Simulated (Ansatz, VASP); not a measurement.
# PbF2 in VASP and in Ansatz

```
CELL_PARAMETERS angstrom
0.00000 2.95795 2.95795
2.95795 0.00000 2.95795
2.95795 2.95795 0.00000
ATOMIC_POSITIONS crystal
Pb 0.01250 0.01250 0.01250
F 0.73750 0.73750 0.73750
F 0.25000 0.25000 0.25000
```

Change from the starting cell: shortest bond scaled by 1.1, PAW files.

Alike in both runs: task electric field gradients; functional PBE; k mesh 7 × 7 × 7; occupations fermi-dirac, width 0.03 eV; no spin polarisation.

```csv
,VASP,Ansatz
version,VASP 6.6.1,Ansatz 0.2.0
potentials or method,"VASP PAW PBE potentials, release 64 (Pb_d, F)","PAW with Ansatz's default frozen-core files, scalar-relativistic"
plane-wave cutoff (eV),520,420
valence electrons in the cell,28,28
```

```csv
,VASP,Ansatz,Ansatz less VASP
gap on the k mesh at the Fermi level (eV),4.44,4.45,+0.003
pressure (GPa),3.8,4.0,+0.20
"traceless stress, the component that is largest in VASP (GPa)",-0.40,-0.40,-0.001
rms of the force components (eV/Å),0.150,0.147,-0.0026
size of Vzz on the site where it differs most (V/Å²),15.0,23.3,+8.24
```

Atom by atom the forces differ by 0.004 eV/Å (rms over components). The functional is the same, so the differences come from potentials, cutoffs and numerics.

Spin-orbit coupling is off throughout.
